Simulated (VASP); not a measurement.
# Ba (C2/m) in VASP: notebook

Runs on Ba. Level: LDA. Tasks: single point.

Program: VASP 6.6.1. These are calculated values, not measurements. Logs are shortened: lines on timing, memory, paths and dates and some standing lists are left out, and cuts for length are marked.

## (1) The cell of the first run

The structure is monoclinic, space group C2/m (No. 12). The conventional cell has a = 7.301 Å, b = 3.910 Å, c = 5.701 Å, α = 90.00°, β = 92.29°, γ = 90.00°. Within 5.1 Å of Ba (site symmetry 2/m) lie 6 Ba at 3.91 to 4.14 Å.

## (2) Single point, LDA (strain -0.0400 x Voigt [0, 0, 0, 1, 0, 0])

INCAR

```
ALGO = Fast
EDIFF = 1E-6
ENCUT = 520
GGA = CA
ISIF = 2
ISMEAR = 0
LASPH = T
LCHARG = T
LELF = T
LREAL = F
LVHAR = T
LWAVE = F
NBANDS = 11
NELM = 80
PREC = Accurate
SIGMA = 0.15
```

KPOINTS

```
k-points
0
Gamma
  14 14 8
```

POSCAR

```
Ba
1.0
    1.9550000000     -3.6500000000      0.0730000000
    1.9550000000      3.6500000000     -0.0730000000
    0.0000000000     -0.1140000000      5.7000000000
Ba
1
Direct
    0.0000000000      0.0000000000      0.0000000000
```

Potentials or basis: VASP PAW LDA potentials, release 64 (Ba_sv).

Launch:

```console
cat potpaw_LDA.64/Ba_sv/POTCAR > POTCAR
mpirun -np 1 vasp_std > vasp.out
```

OUTCAR:

```text
EDIFF = 1E-6
   ENCUT = 520
   GGA = CA
   ISIF = 2
   ISMEAR = 0
   LASPH = T
   LREAL = F
   NELM = 80
   PREC = Accurate

 ion  position               nearest neighbor table
   1  0.000  0.000  0.000-

  LATTYP: Found a base centered monoclinic cell.
 ALAT       =     7.3014598540
 B/A-ratio  =     0.5355093472
 C/A-ratio  =     0.7808219178
 COS(beta)  =    -0.0399840064

  Lattice vectors:

 A1 = (   1.9550000000,   3.6500000000,  -0.0730000000)
 A2 = (  -1.9550000000,   3.6500000000,  -0.0730000000)
 A3 = (   0.0000000000,  -0.1140000000,   5.7000000000)

Analysis of symmetry for initial positions (statically):
=====================================================================
 Subroutine PRICEL returns:
 Original cell was already a primitive cell.

 Routine SETGRP: Setting up the symmetry group for a
 base centered monoclinic supercell.

 Subroutine GETGRP returns: Found  4 space group operations
 (whereof  4 operations were pure point group operations)
 out of a pool of  4 trial point group operations.

The static configuration has the point symmetry C_2h.

Analysis of symmetry for dynamics (positions and initial velocities):
=====================================================================
 Subroutine PRICEL returns:
 Original cell was already a primitive cell.

 Routine SETGRP: Setting up the symmetry group for a
 base centered monoclinic supercell.

 Subroutine GETGRP returns: Found  4 space group operations
 (whereof  4 operations were pure point group operations)
 out of a pool of  4 trial point group operations.

The dynamic configuration has the point symmetry C_2h.

 Subroutine INISYM returns: Found  4 space group operations
 (whereof  4 operations are pure point group operations),
 and found     1 'primitive' translations

----------------------------------------------------------------------------------------

                                     Primitive cell

  volume of cell :      81.3150

  direct lattice vectors                    reciprocal lattice vectors
     1.955000000 -3.650000000  0.073000000     0.255754476 -0.137041118 -0.002740822
     1.955000000  3.650000000 -0.073000000     0.255754476  0.137041118  0.002740822
     0.000000000 -0.114000000  5.700000000     0.000000000  0.003510176  0.175508800

  length of vectors
     4.141238221  4.141238221  5.701139886     0.290169144  0.290169144  0.175543898

  position of ions in fractional coordinates (direct lattice)
     0.000000000  0.000000000  0.000000000

  ion indices of the primitive-cell ions
   primitive index   ion index
                 1           1

----------------------------------------------------------------------------------------

 KPOINTS: k-points

Automatic generation of k-mesh.
 Grid dimensions read from file:
 generate k-points for:   14   14    8

 Generating k-lattice:

  Cartesian coordinates                     Fractional coordinates (reciprocal lattice)
     0.018268177 -0.009788651 -0.000195773     0.071428571 -0.000000000  0.000000000
     0.018268177  0.009788651  0.000195773    -0.000000000  0.071428571  0.000000000
     0.000000000  0.000438772  0.021938600     0.000000000  0.000000000  0.125000000

  Length of vectors
     0.020726367  0.020726367  0.021942987

  Shift w.r.t. Gamma in fractional coordinates (k-lattice)
     0.000000000  0.000000000  0.000000000

 Subroutine IBZKPT returns following result:
 ===========================================

 Found    429 irreducible k-points:

 Following reciprocal coordinates:
            Coordinates               Weight
  0.000000  0.000000  0.000000      1.000000
  0.071429 -0.000000  0.000000      4.000000
  0.142857  0.000000  0.000000      4.000000
  0.214286  0.000000  0.000000      4.000000
  0.285714  0.000000  0.000000      4.000000
  0.357143  0.000000  0.000000      4.000000
[... 16 lines left out ...]
  0.214286  0.142857  0.000000      4.000000
  0.285714  0.142857  0.000000      4.000000
 [... further k-points ...]
   k-points           NKPTS =    429   k-points in BZ     NKDIM =    429   number of bands    NBANDS=     11
   number of dos      NEDOS =    301   number of ions     NIONS =      1
   total plane-waves  NPLWV =  43008
   dimension x,y,z NGX =    32 NGY =   32 NGZ =   42
   dimension x,y,z NGXF=    64 NGYF=   64 NGZF=   84
   ions per type =               1
   NGX,Y,Z   is equivalent  to a cutoff of  12.85, 12.85, 12.25 a.u.
   NGXF,Y,Z  is equivalent  to a cutoff of  25.69, 25.69, 24.49 a.u.
 SYSTEM =  unknown system
   PREC   = accura    normal or accurate (medium, high low for compatibility)
   ISTART =      0    job   : 0-new  1-cont  2-samecut
   ICHARG =      2    charge: 1-file 2-atom 10-const
   ISPIN  =      1    spin polarized calculation?
   LNONCOLLINEAR =      F non collinear calculations
   LSORBIT =      F    spin-orbit coupling
   LASPH  =      T    aspherical Exc in radial PAW
   ENCUT  =  520.0 eV  38.22 Ry    6.18 a.u.   7.70  7.70 10.60*2*pi/ulx,y,z
   NELM   =     80;   NELMIN=  2; NELMDL= -5     # of ELM steps
   EDIFF  = 0.1E-05   stopping-criterion for ELM
   LREAL  =      F    real-space projection
   EDIFFG = 0.1E-04   stopping-criterion for IOM
   NSW    =      0    number of steps for IOM
   IBRION =     -1    ionic relax: 0-MD 1-quasi-New 2-CG
   NFREE  =      0    steps in history (QN), initial steepest desc. (CG)
   ISIF   =      2    stress and relaxation
   ISYM   =      2    0-nonsym 1-usesym 2-fastsym
   POTIM  = 0.5000    time-step for ionic-motion
   TEBEG  =    0.0;   TEEND  =   0.0 temperature during run
   PSTRESS=    0.0 pullay stress
   NELECT =      10.0000    total number of electrons
   NUPDOWN=      -1.0000    fix difference up-down
   EMIN   =  10.00;   EMAX   =-10.00  energy-range for DOS
   EFERMI =   0.00;   METHOD = LEGACY
   ISMEAR =     0;   SIGMA  =   0.15  broadening in eV -4-tet -1-fermi 0-gaus
   EFERMI_NEDOS =   21; number of points for ismear=-14 and -15
   IALGO  =     68    algorithm
   IMIX   =      4    mixing-type and parameters
     AMIX     =   0.40;   BMIX     =  1.00
     AMIX_MAG =   1.60;   BMIX_MAG =  1.00
  volume/ion in A,a.u.               =      81.32       548.74
  Fermi-wavevector in a.u.,A,eV,Ry     =   0.814113  1.538450  9.017665  0.662780
  Thomas-Fermi vector in A             =   1.923961
   LORBIT       =      0    0 simple, 1 ext, 2 COOP (PROOUT), +10 PAW based schemes
   GGA     = CA    functional components
   LHFCALC =     F    Hartree Fock is set to
   AEXX    =    0.0000 exact exchange contribution
   IVDW    =     0    specifies the selected vdW correction
   LEPSILON=     F    determine dielectric tensor
   LRPA    =     F    only Hartree local field effects (RPA)
 non-spin polarized calculation
 RMM-DIIS sequential band-by-band and
 Gauss-broadening in eV      SIGMA  =   0.15
  energy-cutoff  :      520.00
  volume of cell :       81.32
 maximum number of plane-waves:      2212
   NGX = 15   NGY = 15   NGZ = 21

 number of electron      10.0000000 magnetization

 Free energy of the ion-electron system (eV)
  ---------------------------------------------------
  ext. energy  EPLUGINS =         0.00000000
  ---------------------------------------------------
  free energy    TOTEN  =        -1.62674346 eV

  energy without entropy =       -1.59376746  energy(sigma->0) =       -1.61025546

 E-fermi :   0.5517     XC(G=0):  -6.6177

 val. band max:        0.5515516815   @ k =  -0.1429  -0.0000   0.3750
 cond. band min:       0.5527532113   @ k =  -0.2143   0.2143   0.3750
 fundamental gap:      0.0012015298
 Fermi energy:         0.5516747173

 k-point     1 :       0.0000    0.0000    0.0000
  band No.  band energies     occupation
      1     -28.5179      2.00000
      2     -13.7861      2.00000
      3     -13.3084      2.00000
      4     -13.2160      2.00000
      5      -1.8146      2.00000
      6       0.5021      1.36004
      7       1.9908      0.00000
      8       2.9647      0.00000
      9       3.6624      0.00000
     10       4.4721      0.00000
     11       4.7998      0.00000

 k-point     2 :       0.0714   -0.0000    0.0000
  band No.  band energies     occupation
      1     -28.5129      2.00000
      2     -13.7791      2.00000
      3     -13.3250      2.00000
      4     -13.2598      2.00000
      5      -1.7018      2.00000
      6       0.5810      0.78208
      7       2.0491      0.00000
      8       2.8245      0.00000
      9       3.3125      0.00000
     10       4.4780      0.00000
     11       5.1066      0.00000

 k-point     3 :       0.1429    0.0000    0.0000
  band No.  band energies     occupation
      1     -28.4990      2.00000
      2     -13.7595      2.00000
      3     -13.4231      2.00000
      4     -13.3274      2.00000
      5      -1.3890      2.00000
      6       0.8014      0.01856
      7       2.0164      0.00000
      8       2.7424      0.00000
      9       2.7836      0.00000
     10       4.3509      0.00000
     11       5.6950      0.00000

 k-point     4 :       0.2143    0.0000    0.0000
  band No.  band energies     occupation
      1     -28.4788      2.00000
      2     -13.7310      2.00000
      3     -13.6082      2.00000
      4     -13.3729      2.00000
      5      -0.9481      2.00000
      6       1.0357      0.00001
      7       1.8478      0.00000
      8       2.2041      0.00000
      9       3.2304      0.00000
     10       4.1672      0.00000
     11       6.2244      0.00000
[... 239 lines left out ...]
 k-point    22 :       0.1429    0.1429    0.0000
  band No.  band energies     occupation
      1     -28.4644      2.00000
      2     -13.7370      2.00000
      3     -13.7114      2.00000
      4     -13.3901      2.00000
      5      -0.6563      2.00000
      6       1.3366      0.00000
      7       1.4569      0.00000
      8       1.9541      0.00000
      9       3.6223      0.00000
     10       4.0208      0.00000
     11       6.5918      0.00000

 k-point    23 :       0.2143    0.1429    0.0000
  band No.  band energies     occupation
      1     -28.4439      2.00000
      2     -13.9032      2.00000
      3     -13.6823      2.00000
      4     -13.4415      2.00000
      5      -0.1588      2.00000
      6       1.1092      0.00000
      7       1.6171      0.00000
      8       1.7765      0.00000
      9       3.7224      0.00000
     10       4.3835      0.00000
     11       6.6148      0.00000

 k-point    24 :       0.2857    0.1429    0.0000
  band No.  band energies     occupation
      1     -28.4267      2.00000
      2     -14.0287      2.00000
      3     -13.6575      2.00000
      4     -13.4980      2.00000
      5       0.1892      1.99937
      6       1.0996      0.00000
      7       1.3858      0.00000
      8       2.2120      0.00000
      9       3.4272      0.00000
     10       4.7586      0.00000
     11       6.6984      0.00000

 [... further k-points ...]

------------------------ aborting loop because EDIFF is reached ----------------------------------------

  FORCE on cell =-STRESS in cart. coord.  units (eV):
  Direction    XX          YY          ZZ          XY          YZ          ZX
  --------------------------------------------------------------------------------------
  -------------------------------------------------------------------------------------
  Total        0.7045640     -0.0375757     -1.1677633      0.0000000     -0.0265437      0.0000000
  in kB       13.8822648     -0.7403673    -23.0088370      0.0000000     -0.5229990      0.0000000
  external PRESSURE =      -3.2889798 kB  Pullay stress =       0.0000000 kB

 VOLUME and BASIS-vectors are now :
 -----------------------------------------------------------------------------
  energy-cutoff  :      520.00
  volume of cell :       81.32
      direct lattice vectors                 reciprocal lattice vectors
     1.955000000 -3.650000000  0.073000000     0.255754476 -0.137041118 -0.002740822
     1.955000000  3.650000000 -0.073000000     0.255754476  0.137041118  0.002740822
     0.000000000 -0.114000000  5.700000000     0.000000000  0.003510176  0.175508800

 POSITION                                       TOTAL-FORCE (eV/Angst)
 -----------------------------------------------------------------------------------
      0.00000      0.00000      0.00000         0.000000      0.000000      0.000000
 -----------------------------------------------------------------------------------
    total drift:                               -0.000000      0.000000     -0.000000

  FREE ENERGIE OF THE ION-ELECTRON SYSTEM (eV)
  ---------------------------------------------------
  free  energy   TOTEN  =        -1.6267434558 eV

  energy  without entropy=       -1.5937674551  energy(sigma->0) =       -1.61025546
```

Wall time 3.9 min (1 thread of Intel Xeon Platinum 8488C (Sapphire Rapids), shared host); peak memory 0.46 GiB.

What came out:

```yaml
Free_energy: -1.6267 eV
Pressure: -0.3 GPa
Band_gap_on_the_k_mesh: zero (bands 5 and 6 overlap by 1.08 eV)
```

Stress tensor (GPa, compression positive):
```
 1.39  0.00  0.00
 0.00 -0.07 -0.05
 0.00 -0.05 -2.30
```

Caveat: the cell differs from its parent crystal (strain -0.0400 x Voigt [0, 0, 0, 1, 0, 0]); spin-orbit coupling is left out, which moves the levels of the heavy elements.

## (3) Single point, LDA (strain +0.0300 x Voigt [0, 0, 0, 1, 0, 0])

INCAR

```
  PREC = Accurate
  ENCUT = 520
  EDIFF = 1E-7
  ISMEAR = 0
  SIGMA = 0.15
  LREAL = False
  LASPH = True
  NELM = 80
  ALGO = Fast
  ISIF = 2
  LWAVE = False
  LCHARG = False
  NBANDS = 11
```

KPOINTS

```
regular mesh
0
Gamma
  14 14 8
```

POSCAR

```
Ba
1.0
    1.9550000000     -3.6500000000     -0.0547500000
    1.9550000000      3.6500000000      0.0547500000
    0.0000000000      0.0855000000      5.7000000000
Ba
1
Direct
    0.0000000000      0.0000000000      0.0000000000
```

Potentials or basis: VASP PAW LDA potentials, release 64 (Ba_sv).

Launch:

```console
cat potpaw_LDA.64/Ba_sv/POTCAR > POTCAR
mpirun -np 1 vasp_std > vasp.out
```

It took 4.5 min on 1 thread of Intel Xeon Platinum 8488C (Sapphire Rapids), shared host; peak memory 0.46 GiB.

It converged, with:

```yaml
Free_energy: -1.6264 eV
Pressure: -0.3 GPa
Band_gap_on_the_k_mesh: zero (bands 5 and 6 overlap by 1.08 eV)
```

Stress tensor (GPa, compression positive):
```
 1.39  0.00  0.00
 0.00 -0.07  0.04
 0.00  0.04 -2.30
```

Levels at points of the mesh, in eV from the Fermi level:
```csv
k point,band 3,band 4,band 5,band 6,band 7,band 8
"(0.00, 0.00, 0.00)",-13.86,-13.77,-2.37,-0.05,1.44,2.41
"(0.50, 0.00, 0.00)",-14.19,-14.04,-0.77,0.57,1.36,1.81
"(0.50, 0.50, 0.00)",-14.23,-13.90,-0.76,0.57,1.10,1.45
"(0.00, 0.00, 0.50)",-13.86,-13.77,-1.79,-0.11,1.47,2.04
"(0.50, 0.00, 0.50)",-14.21,-14.04,-0.62,-0.18,2.85,2.92
"(0.50, 0.50, 0.50)",-14.25,-13.90,-0.60,-0.24,2.52,2.74
```

Caveat: the cell differs from its parent crystal (strain +0.0300 x Voigt [0, 0, 0, 1, 0, 0]); spin-orbit coupling is left out, which moves the levels of the heavy elements.

## (4) Single point, LDA (strain +0.0350 x Voigt [0, 0, 0, 1, 0, 0])

INCAR

```
PREC = Accurate ; ENCUT = 520
EDIFF = 1E-6 ; ISMEAR = 0
SIGMA = 0.15 ; LREAL = False
LASPH = True ; NELM = 100
ALGO = Fast ; ISIF = 2
LWAVE = False ; LCHARG = False
NBANDS = 11
```

KPOINTS is that of step 3.

POSCAR

```
Ba
1.0
    1.9550000000     -3.6500000000     -0.0638750000
    1.9550000000      3.6500000000      0.0638750000
    0.0000000000      0.0997500000      5.7000000000
Ba
1
Direct
    0.0000000000      0.0000000000      0.0000000000
```

Launch:

```console
cat potpaw_LDA.64/Ba_sv/POTCAR > POTCAR
mpirun -np 1 vasp_std > vasp.out
```

Run time: 4.4 min. Hardware: 1 thread of Intel Xeon Platinum 8488C (Sapphire Rapids), shared host; peak memory 0.46 GiB.

The run converged. Its results:

| Item | Value |
| --- | --- |
| Free energy | -1.6266 eV |
| Pressure | -0.3 GPa |
| Band gap on the k mesh | zero (bands 5 and 6 overlap by 1.08 eV) |

Stress tensor (GPa, compression positive):
```
 1.39  0.00  0.00
 0.00 -0.07  0.05
 0.00  0.05 -2.30
```

Levels at points of the mesh, in eV from the Fermi level:
```
           k point  band 3  band 4  band 5  band 6  band 7  band 8
(0.00, 0.00, 0.00)  -13.86  -13.77   -2.37   -0.05    1.44    2.41
(0.50, 0.00, 0.00)  -14.19  -14.04   -0.77    0.57    1.36    1.81
(0.50, 0.50, 0.00)  -14.23  -13.90   -0.76    0.56    1.10    1.45
(0.00, 0.00, 0.50)  -13.86  -13.77   -1.79   -0.11    1.47    2.04
(0.50, 0.00, 0.50)  -14.21  -14.04   -0.63   -0.18    2.85    2.92
(0.50, 0.50, 0.50)  -14.25  -13.90   -0.60   -0.24    2.50    2.76
```

Caveat: the cell differs from its parent crystal (strain +0.0350 x Voigt [0, 0, 0, 1, 0, 0]); spin-orbit coupling is left out, which moves the levels of the heavy elements.

## (5) Overview

| cell | further INCAR settings | gap on the mesh (eV) | pressure (GPa) |
| --- | --- | --- | --- |
| a = 4.141, b = 4.141, c = 5.701 Å, angles 92.0, 88.0, 123.7°, 1 atom | ALGO = Fast; EDIFF = 1e-06; NBANDS = 11 | none | -0.3 |
| a = 4.141, b = 4.141, c = 5.701 Å, angles 88.5, 91.5, 123.7°, 1 atom | ALGO = Fast; EDIFF = 1e-07; NBANDS = 11 | none | -0.3 |
| a = 4.141, b = 4.141, c = 5.701 Å, angles 88.2, 91.8, 123.7°, 1 atom | ALGO = Fast; EDIFF = 1e-06; NBANDS = 11 | none | -0.3 |

Alike in all rows: task single point; level LDA; potentials or basis VASP PAW LDA potentials, release 64 (Ba_sv); no spin polarisation; k mesh 14 × 14 × 8; cutoff (eV) 520; smearing gaussian 0.15 eV.

Caveats: spin-orbit coupling is left out, which moves the levels of the heavy elements.

Total energies depend on the potentials used, so only differences within one code and one set of settings carry meaning.
